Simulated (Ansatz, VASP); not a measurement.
# Ge in VASP and in Ansatz

Contents of INCAR:

```
ALGO     = Normal         # electronic algorithm
EDIFF    = 1E-6           # SCF threshold, eV
EDIFFG   = -0.005         # ionic threshold
ENCUT    = 600            # plane-wave cutoff, eV
IBRION   = 2              # ionic algorithm
ISIF     = 3              # what is computed and relaxed
ISMEAR   = -1             # smearing method
LASPH    = True           # aspherical terms in the spheres
LCHARG   = False          # write CHGCAR
LREAL    = False          # projectors in reciprocal space
LWAVE    = False          # write WAVECAR
NELM     = 60             # most SCF steps
NSW      = 60             # ionic steps
PREC     = Accurate       # precision mode
SIGMA    = 0.1            # smearing width, eV
```

KPOINTS

```
k-points
0
Gamma
  20 20 20
```

POSCAR

```
Ge
1.0
   -1.6809877034      1.6809877034      1.6809877034
    1.6809877034     -1.6809877034      1.6809877034
    1.6809877034      1.6809877034     -1.6809877034
Ge
1
Direct
    0.0000000000      0.0000000000      0.0000000000
```

Input for Ansatz:

```yaml
crystal:
  lattice:
    - [-1.6809877034, 1.6809877034, 1.6809877034]
    - [1.6809877034, -1.6809877034, 1.6809877034]
    - [1.6809877034, 1.6809877034, -1.6809877034]
  atoms:
    - { symbol: Ge, position: [0.0, 0.0, 0.0] }
kpoints:
  mp_grid: { grid: [20, 20, 20] }
scf:
  occupations: { method: fermi_dirac, width: 0.1 }
hamiltonian:
  xc: lda
  pseudopotentials: { kind: paw }
output:
  forces: true
  stress: true
  write_density: true
  write_potential: true
  elf: true
  volumetric_format: npy
relax:
  f_tol: 0.005
  max_steps: 40
  cell: {}
```

Alike in both runs: task relaxation of cell and atoms; functional LDA; k mesh 20 × 20 × 20; occupations fermi-dirac, width 0.1 eV; no spin polarisation.

|  | VASP | Ansatz |
| --- | --- | --- |
| version | VASP 6.6.1 | Ansatz 0.2.0 |
| potentials or method | VASP PAW LDA potentials, release 64 (Ge_d) | PAW with Ansatz's default frozen-core files, scalar-relativistic |
| plane-wave cutoff (eV) | 600 | 420 |
| valence electrons in the cell | 14 | 14 |

Ansatz gave:

| Property | Result |
| --- | --- |
| relaxed volume (Å³/atom) | 17.82 |
| relaxed cell length with the largest relative difference (Å) | 2.850 |

Question: What did VASP give for the same quantities?

Answer: Relaxed volume (Å³/atom): 17.85; relaxed cell length with the largest relative difference (Å): 2.852.

LDA's correlation is that of Perdew and Zunger in VASP and of Perdew and Wang (1992) in Ansatz.
